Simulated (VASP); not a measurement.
A run of VASP 6.6.1 is set up as follows.

Contents of INCAR:

```
SYSTEM = Ga8N7
PREC     = Accurate       ! precision mode
ENCUT    = 520            ! plane-wave cutoff, eV
EDIFF    = 1E-6           ! SCF threshold, eV
ISMEAR   = 1              ! smearing method
SIGMA    = 0.15           ! smearing width, eV
LREAL    = Auto         
LASPH    = .True.         ! aspherical terms in the spheres
NELM     = 100            ! most SCF steps
ALGO     = Normal         ! electronic algorithm
ISIF     = 2              ! what is computed and relaxed
LWAVE    = .False.        ! write WAVECAR
LCHARG   = .False.        ! write CHGCAR
GGA      = PE             ! functional
NBANDS   = 82             ! bands
```

KPOINTS

```
regular mesh
0
Gamma
  3 3 3
  0 0 0
```

The input POSCAR:

```
Ga8N7
1.0
    3.1753554400      5.4998769600      0.0000000000
   -3.1753554400      5.4998769600      0.0000000000
    0.0000000000      0.0000000000      5.1651790000
Ga N
8 7
Direct
    0.3323168458      0.3335104130     -0.0014661641
    0.1657172376      0.1671662093      0.4973370720
    0.3437423565      0.8278383983     -0.0074183295
    0.1657555839      0.6664592153      0.4973655318
    0.8266459423      0.3450242691     -0.0068303538
    0.6650860867      0.1671138031      0.4976143131
    0.8267147631      0.8276044273     -0.0067666580
    0.6651758855      0.6670717363      0.5276396036
    0.3322332679      0.3335568992      0.3754648193
    0.1654414057      0.1667880266      0.8758927813
    0.3374053041      0.8309755609      0.3768082384
    0.1654955359      0.6671165450      0.8759187242
    0.6660147355      0.1666284369      0.8761901572
    0.8294213389      0.8308841673      0.3774730750
    0.8293986692      0.3390318333      1.3774192530
```

Potentials or basis: VASP PAW PBE potentials, release 64 (Ga_d, N).

The run is started by

```bash
$ cat potpaw_PBE.64/Ga_d/POTCAR potpaw_PBE.64/N/POTCAR > POTCAR
$ mpirun -np 1 vasp_std > vasp.out
```

What does it give for the band gap on the k mesh?

Zero (an odd number of electrons rules out a gap without spin polarisation).

Estimate the largest force.

0.022 eV/Å.

Estimate the pressure.

5.6 GPa.

Forces on the atoms (eV/Å):
```
Ga   0.001  0.001  0.008
Ga   0.000 -0.003 -0.009
Ga  -0.007 -0.004  0.015
Ga  -0.003  0.001 -0.009
Ga   0.007 -0.005  0.013
Ga   0.003  0.002 -0.008
Ga  -0.003  0.008  0.012
Ga   0.002  0.001  0.013
N    0.000  0.000 -0.010
N    0.000  0.003  0.003
N   -0.017 -0.009 -0.008
N    0.003 -0.002  0.003
N   -0.003 -0.001  0.002
N    0.001  0.018 -0.012
N    0.016 -0.009 -0.012
```

Caveat: the k points lie up to 0.41 Å⁻¹ apart, too coarse for converged energies and pressures of a metal.
